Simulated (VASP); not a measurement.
# AgS (I4/mcm) in VASP: single point with r2SCAN+U

Aim: the single point of AgS with r2SCAN+U.

Program: VASP 6.6.1. These are calculated values, not measurements. Logs are shortened: lines on timing, memory, paths and dates and some standing lists are left out, and cuts for length are marked.

### Step 1. The cell of the first run

The structure is tetragonal, space group I4/mcm (No. 140). The conventional cell has a = 7.238 Å, b = 7.238 Å, c = 6.321 Å, α = 90.00°, β = 90.00°, γ = 90.00°. Ag (site symmetry -42m) has 4 S at 2.42 Å and 2 Ag at 3.16 Å within 3.2 Å. Ag (site symmetry 422) has 8 S at 3.09 Å and 6 Ag at 3.16 to 3.62 Å within 4.1 Å. Within 3.2 Å of S (site symmetry m2m) lie 6 Ag at 2.42 to 3.09 Å.

### Step 2. Single point, r2SCAN+U

POSCAR reads:

```
AgS
1.0
   -3.6188690000      3.6188690000      3.1605840000
    3.6188690000     -3.6188690000      3.1605840000
    3.6188690000      3.6188690000     -3.1605840000
Ag S
4 4
Direct
    0.7500000000      0.2500000000      0.5000000000
    0.2500000000      0.7500000000      0.5000000000
    0.2500000000      0.2500000000      0.0000000000
    0.7500000000      0.7500000000      0.0000000000
    0.6790000000      0.1790000000      0.8580000000
    0.1790000000      0.3210000000      0.5000000000
    0.3210000000      0.8210000000      0.1420000000
    0.8210000000      0.6790000000      0.5000000000
```

INCAR.step1 reads:

```
  PREC = Accurate
  ENCUT = 520
  ISMEAR = 1
  SIGMA = 0.0413
  LREAL = F
  LASPH = T
  NELM = 150
  LMAXMIX = 4
  LDAU = T
  LDAUTYPE = 2
  LDAUL = 2 -1
  LDAUU = 1 0
  LDAUJ = 0 0
  NBANDS = 44
  GGA = PE
  ALGO = Normal
  EDIFF = 1E-4
  LWAVE = T
  LCHARG = F
```

INCAR.step2 reads:

```
  PREC = Accurate
  ENCUT = 520
  EDIFF = 1E-6
  ISMEAR = 1
  SIGMA = 0.0413
  LREAL = F
  LASPH = T
  NELM = 150
  ALGO = Normal
  ISIF = 2
  LWAVE = F
  LCHARG = F
  LMAXMIX = 4
  LDAU = T
  LDAUTYPE = 2
  LDAUL = 2 -1
  LDAUU = 1 0
  LDAUJ = 0 0
  LDAUPRINT = 1
  METAGGA = R2SCAN
  LMIXTAU = T
  NBANDS = 44
  ISTART = 1
```

KPOINTS reads:

```
Automatic mesh
0
Gamma
  4 4 4
```

Potentials or basis: VASP PAW PBE potentials, release 64 (Ag, S).

Command:

```
> cat potpaw_PBE.64/Ag/POTCAR potpaw_PBE.64/S/POTCAR > POTCAR
> cp INCAR.step1 INCAR
> mpirun -np 1 vasp_std > vasp.out
> cp INCAR.step2 INCAR
> mpirun -np 1 vasp_std > vasp.out
```

OUTCAR:

```text
PREC = Accurate
   ENCUT = 520
   EDIFF = 1E-6
   ISMEAR = 1
   LREAL = F
   LASPH = T
   NELM = 150
   ISIF = 2
   METAGGA = R2SCAN
   ISTART = 1

 ion  position               nearest neighbor table
   1  0.750  0.250  0.500-   5 2.42   7 2.42   6 2.42   8 2.42   2 3.16   2 3.16
   2  0.250  0.750  0.500-   7 2.42   5 2.42   6 2.42   8 2.42   1 3.16   1 3.16
   3  0.250  0.250  0.000-   7 3.09   5 3.09   6 3.09   6 3.09   8 3.09   8 3.09   7 3.09   5 3.09
                             4 3.16   4 3.16
   4  0.750  0.750  0.000-   7 3.09   5 3.09   8 3.09   8 3.09   6 3.09   6 3.09   5 3.09   7 3.09
                             3 3.16   3 3.16
   5  0.679  0.179  0.858-   1 2.42   2 2.42   3 3.09   4 3.09   3 3.09   4 3.09
   6  0.179  0.321  0.500-   1 2.42   2 2.42   4 3.09   3 3.09   3 3.09   4 3.09
   7  0.321  0.821  0.142-   2 2.42   1 2.42   3 3.09   4 3.09   3 3.09   4 3.09
   8  0.821  0.679  0.500-   1 2.42   2 2.42   3 3.09   4 3.09   4 3.09   3 3.09

  LATTYP: Found a body centered tetragonal cell.
 ALAT       =     7.2377380000
 C/A-ratio  =     0.8733623682

  Lattice vectors:

 A1 = (  -3.6188690000,   3.6188690000,   3.1605840000)
 A2 = (   3.6188690000,  -3.6188690000,   3.1605840000)
 A3 = (   3.6188690000,   3.6188690000,  -3.1605840000)

Analysis of symmetry for initial positions (statically):
=====================================================================
 Subroutine PRICEL returns:
 Original cell was already a primitive cell.

 Routine SETGRP: Setting up the symmetry group for a
 body centered tetragonal supercell.

 Subroutine GETGRP returns: Found 16 space group operations
 (whereof  8 operations were pure point group operations)
 out of a pool of 16 trial point group operations.

The static configuration has the point symmetry C_4h.
 The point group associated with its full space group is D_4h.

Analysis of symmetry for dynamics (positions and initial velocities):
=====================================================================
 Subroutine PRICEL returns:
 Original cell was already a primitive cell.

 Routine SETGRP: Setting up the symmetry group for a
 body centered tetragonal supercell.

 Subroutine GETGRP returns: Found 16 space group operations
 (whereof  8 operations were pure point group operations)
 out of a pool of 16 trial point group operations.

The dynamic configuration has the point symmetry C_4h.
 The point group associated with its full space group is D_4h.

 Subroutine INISYM returns: Found 16 space group operations
 (whereof  8 operations are pure point group operations),
 and found     1 'primitive' translations

----------------------------------------------------------------------------------------

                                     Primitive cell

  volume of cell :     165.5667

  direct lattice vectors                    reciprocal lattice vectors
    -3.618869000  3.618869000  3.160584000     0.000000000  0.138164714  0.158198611
     3.618869000 -3.618869000  3.160584000     0.138164714  0.000000000  0.158198611
     3.618869000  3.618869000 -3.160584000     0.138164714  0.138164714  0.000000000

  length of vectors
     6.015124014  6.015124014  6.015124014     0.210038779  0.210038779  0.195394412

  position of ions in fractional coordinates (direct lattice)
     0.750000000  0.250000000  0.500000000
     0.250000000  0.750000000  0.500000000
     0.250000000  0.250000000  0.000000000
     0.750000000  0.750000000  0.000000000
     0.679000000  0.179000000  0.858000000
     0.179000000  0.321000000  0.500000000
     0.321000000  0.821000000  0.142000000
     0.821000000  0.679000000  0.500000000

[... 54 lines left out ...]
   total plane-waves  NPLWV = 110592
   dimension x,y,z NGX =    48 NGY =   48 NGZ =   48
   dimension x,y,z NGXF=    96 NGYF=   96 NGZF=   96
   ions per type =               4   4
   NGX,Y,Z   is equivalent  to a cutoff of  13.27, 13.27, 13.27 a.u.
   NGXF,Y,Z  is equivalent  to a cutoff of  26.53, 26.53, 26.53 a.u.
 SYSTEM =  unknown system
   PREC   = accura    normal or accurate (medium, high low for compatibility)
   ISTART =      1    job   : 0-new  1-cont  2-samecut
   ICHARG =      0    charge: 1-file 2-atom 10-const
   ISPIN  =      1    spin polarized calculation?
   LNONCOLLINEAR =      F non collinear calculations
   LSORBIT =      F    spin-orbit coupling
   LASPH  =      T    aspherical Exc in radial PAW
   ENCUT  =  520.0 eV  38.22 Ry    6.18 a.u.  11.18 11.18 11.18*2*pi/ulx,y,z
   NELM   =    150;   NELMIN=  2; NELMDL=  0     # of ELM steps
   EDIFF  = 0.1E-05   stopping-criterion for ELM
   LREAL  =      F    real-space projection
   EDIFFG = 0.1E-04   stopping-criterion for IOM
   NSW    =      0    number of steps for IOM
   IBRION =     -1    ionic relax: 0-MD 1-quasi-New 2-CG
   NFREE  =      0    steps in history (QN), initial steepest desc. (CG)
   ISIF   =      2    stress and relaxation
   ISYM   =      2    0-nonsym 1-usesym 2-fastsym
   POTIM  = 0.5000    time-step for ionic-motion
   TEBEG  =    0.0;   TEEND  =   0.0 temperature during run
   PSTRESS=    0.0 pullay stress
   NELECT =      68.0000    total number of electrons
   NUPDOWN=      -1.0000    fix difference up-down
   EMIN   =  10.00;   EMAX   =-10.00  energy-range for DOS
   EFERMI =   0.00;   METHOD = LEGACY
   ISMEAR =     1;   SIGMA  =   0.04  broadening in eV -4-tet -1-fermi 0-gaus
   EFERMI_NEDOS =   21; number of points for ismear=-14 and -15
   IALGO  =     38    algorithm
   IMIX   =      4    mixing-type and parameters
     AMIX     =   0.40;   BMIX     =  1.00
     AMIX_MAG =   1.60;   BMIX_MAG =  1.00
  volume/ion in A,a.u.               =      20.70       139.66
  Fermi-wavevector in a.u.,A,eV,Ry     =   1.216896  2.299600 20.147994  1.480836
  Thomas-Fermi vector in A             =   2.352235
   LORBIT       =      0    0 simple, 1 ext, 2 COOP (PROOUT), +10 PAW based schemes
 LDA+U is selected, type is set to LDAUTYPE =  2
   angular momentum for each species LDAUL =     2   -1
   U (eV)           for each species LDAUU =   1.0  0.0
   J (eV)           for each species LDAUJ =   0.0  0.0
   METAGGA = R2SCAN    functional components
   LHFCALC =     F    Hartree Fock is set to
   AEXX    =    0.0000 exact exchange contribution
   IVDW    =     0    specifies the selected vdW correction
   LEPSILON=     F    determine dielectric tensor
   LRPA    =     F    only Hartree local field effects (RPA)
 non-spin polarized calculation
 Methfessel and Paxton  Order N= 1 SIGMA  =   0.04
  energy-cutoff  :      520.00
  volume of cell :      165.57
 maximum number of plane-waves:      4496
 NGX is ok and might be reduce to    48
   NGX = 23   NGY = 23   NGZ = 23

atom =   1  type =  1  l = 2

 onsite density matrix

spin component  1
[... 116 lines left out ...]
  o =  0.9314  v =  0.0000  0.0000 -1.0000 -0.0000  0.0000  0.0000  0.0000  0.0000  0.0000  0.0000      0.0000  0.0000  0.0000  0.0000  0.0000  0.0000  0.0000  0.0000  0.0000  0.0000
  o =  0.9314  v =  0.0000  0.0000  0.0000  0.0000  0.0000  0.0000  0.0000 -1.0000 -0.0000  0.0000      0.0000  0.0000  0.0000  0.0000  0.0000  0.0000  0.0000  0.0000  0.0000  0.0000
  o =  0.9355  v =  0.0000 -0.7139 -0.0000 -0.7003 -0.0000  0.0000  0.0000  0.0000  0.0000  0.0000      0.0000  0.0000  0.0000  0.0000  0.0000  0.0000  0.0000  0.0000  0.0000  0.0000
  o =  0.9355  v =  0.0000  0.0000  0.0000  0.0000  0.0000  0.0000 -0.7139 -0.0000 -0.7003 -0.0000      0.0000  0.0000  0.0000  0.0000  0.0000  0.0000  0.0000  0.0000  0.0000  0.0000
  o =  0.9355  v =  0.0000  0.0000  0.0000  0.0000  0.0000  0.0000 -0.7003 -0.0000  0.7139  0.0000      0.0000  0.0000  0.0000  0.0000  0.0000  0.0000  0.0000  0.0000  0.0000  0.0000
  o =  0.9355  v =  0.0000 -0.7003 -0.0000  0.7139  0.0000  0.0000  0.0000  0.0000  0.0000  0.0000      0.0000  0.0000  0.0000  0.0000  0.0000  0.0000  0.0000  0.0000  0.0000  0.0000
  o =  0.9400  v =  1.0000  0.0000  0.0000  0.0000  0.0000  0.0000  0.0000  0.0000  0.0000  0.0000      0.0000  0.0000  0.0000  0.0000  0.0000  0.0000  0.0000  0.0000  0.0000  0.0000
  o =  0.9400  v =  0.0000  0.0000  0.0000  0.0000  0.0000  1.0000  0.0000  0.0000  0.0000  0.0000      0.0000  0.0000  0.0000  0.0000  0.0000  0.0000  0.0000  0.0000  0.0000  0.0000
  o =  0.9411  v =  0.0000  0.0000  0.0000  0.0000  0.0000  0.0000 -0.0000  0.0000 -0.0000  1.0000      0.0000  0.0000  0.0000  0.0000  0.0000  0.0000  0.0000  0.0000  0.0000  0.0000
  o =  0.9411  v =  0.0000 -0.0000  0.0000 -0.0000  1.0000  0.0000  0.0000  0.0000  0.0000  0.0000      0.0000  0.0000  0.0000  0.0000  0.0000  0.0000  0.0000  0.0000  0.0000  0.0000

 number of electron      67.9999997 magnetization

 Free energy of the ion-electron system (eV)
  ---------------------------------------------------
  ext. energy  EPLUGINS =         0.00000000
  ---------------------------------------------------
  free energy    TOTEN  =      -112.68528528 eV

  energy without entropy =     -112.68552074  energy(sigma->0) =     -112.68536376

 E-fermi :   4.3742     XC(G=0): -10.8223

 val. band max:        4.3640409656   @ k =  -0.2500   0.2500   0.2500
 cond. band min:       4.3841037336   @ k =   0.2500   0.2500   0.2500
 fundamental gap:      0.0200627679
 Fermi energy:         4.3741954858

 k-point     1 :       0.0000    0.0000    0.0000
  band No.  band energies     occupation
      1      -9.0346      2.00000
      2      -8.0848      2.00000
      3      -7.9164      2.00000
      4      -7.9164      2.00000
      5      -1.4801      2.00000
      6      -0.6095      2.00000
[... 600 lines left out ...]
     43      10.6460      0.00000
     44      11.4232      0.00000

------------------------ aborting loop because EDIFF is reached ----------------------------------------

  FORCE on cell =-STRESS in cart. coord.  units (eV):
  Direction    XX          YY          ZZ          XY          YZ          ZX
  --------------------------------------------------------------------------------------
  -------------------------------------------------------------------------------------
  Total       -2.9497295     -2.9497295     -0.3838521      0.0000000     -0.0000000      0.0000000
  in kB      -28.5443216    -28.5443216     -3.7145094      0.0000000     -0.0000000      0.0000000
  external PRESSURE =     -20.2677176 kB  Pullay stress =       0.0000000 kB

 VOLUME and BASIS-vectors are now :
 -----------------------------------------------------------------------------
  energy-cutoff  :      520.00
  volume of cell :      165.57
      direct lattice vectors                 reciprocal lattice vectors
    -3.618869000  3.618869000  3.160584000     0.000000000  0.138164714  0.158198611
     3.618869000 -3.618869000  3.160584000     0.138164714  0.000000000  0.158198611
     3.618869000  3.618869000 -3.160584000     0.138164714  0.138164714  0.000000000

 POSITION                                       TOTAL-FORCE (eV/Angst)
 -----------------------------------------------------------------------------------
      0.00000      3.61887      1.58029         0.000000     -0.000000      0.000000
      3.61887      0.00000      1.58029         0.000000     -0.000000      0.000000
      0.00000      0.00000      1.58029         0.000000     -0.000000      0.000000
      0.00000      0.00000      4.74088         0.000000     -0.000000      0.000000
      1.29556      4.91442      0.00000         0.313992      0.313992      0.000000
      2.32331      1.29556      0.00000        -0.313992      0.313992      0.000000
      2.32331     -1.29556      3.16058        -0.313992     -0.313992     -0.000000
      1.29556      2.32331      3.16058         0.313992     -0.313992     -0.000000
 -----------------------------------------------------------------------------------
    total drift:                               -0.000000      0.000000      0.000000

  FREE ENERGIE OF THE ION-ELECTRON SYSTEM (eV)
  ---------------------------------------------------
  free  energy   TOTEN  =      -112.6852852755 eV

  energy  without entropy=     -112.6855207363  energy(sigma->0) =     -112.68536376
```

Wall time 5.7 min (1 thread of Intel Xeon Platinum 8259CL at 2.50GHz (Skylake/Cascade Lake), shared host); peak memory 0.39 GiB.

Results:

| Quantity | Value |
| --- | --- |
| Free energy | -112.6853 eV |
| Pressure | -2.0 GPa |
| Largest force | 0.444 eV/Å |
| Band gap on the k mesh | zero (bands 34 and 35 overlap by 0.15 eV) |

Forces in eV/Å, atoms in the order of the input:
```
Ag   0.000  0.000  0.000
Ag   0.000  0.000  0.000
Ag   0.000  0.000  0.000
Ag   0.000  0.000  0.000
S    0.314  0.314  0.000
S   -0.314  0.314  0.000
S   -0.314 -0.314  0.000
S    0.314 -0.314  0.000
```

Stress tensor (GPa, compression positive):
```
-2.85  0.00  0.00
 0.00 -2.85  0.00
 0.00  0.00 -0.37
```

Levels at points of the mesh, in eV from the Fermi level:
| k point | band 32 | band 33 | band 34 | band 35 | band 36 | band 37 |
| --- | --- | --- | --- | --- | --- | --- |
| (0.00, 0.00, 0.00) | -1.75 | 0.08 | 0.08 | 0.12 | 0.41 | 1.37 |
| (0.50, 0.00, 0.00) | -0.65 | -0.05 | -0.05 | 0.05 | 0.05 | 3.37 |
| (0.50, 0.50, 0.00) | -0.24 | -0.06 | -0.03 | 0.11 | 0.22 | 3.44 |
| (0.50, 0.50, 0.50) | -0.21 | -0.21 | -0.15 | 0.13 | 0.13 | 4.77 |

Eigenvalues of the final occupation matrices:
```tsv
site	spin	trace	eigenvalues
site 1 d	1	4.59	0.89 0.89 0.92 0.94 0.95
site 1 d	2	4.59	0.89 0.89 0.92 0.94 0.95
site 2 d	1	4.59	0.89 0.89 0.92 0.94 0.95
site 2 d	2	4.59	0.89 0.89 0.92 0.94 0.95
site 3 d	1	4.68	0.93 0.94 0.94 0.94 0.94
site 3 d	2	4.68	0.93 0.94 0.94 0.94 0.94
site 4 d	1	4.68	0.93 0.94 0.94 0.94 0.94
site 4 d	2	4.68	0.93 0.94 0.94 0.94 0.94
```

Caveat: the PAW data sets were made with another functional, which shifts forces and pressure a little; U without spin polarisation on a metal has little footing.
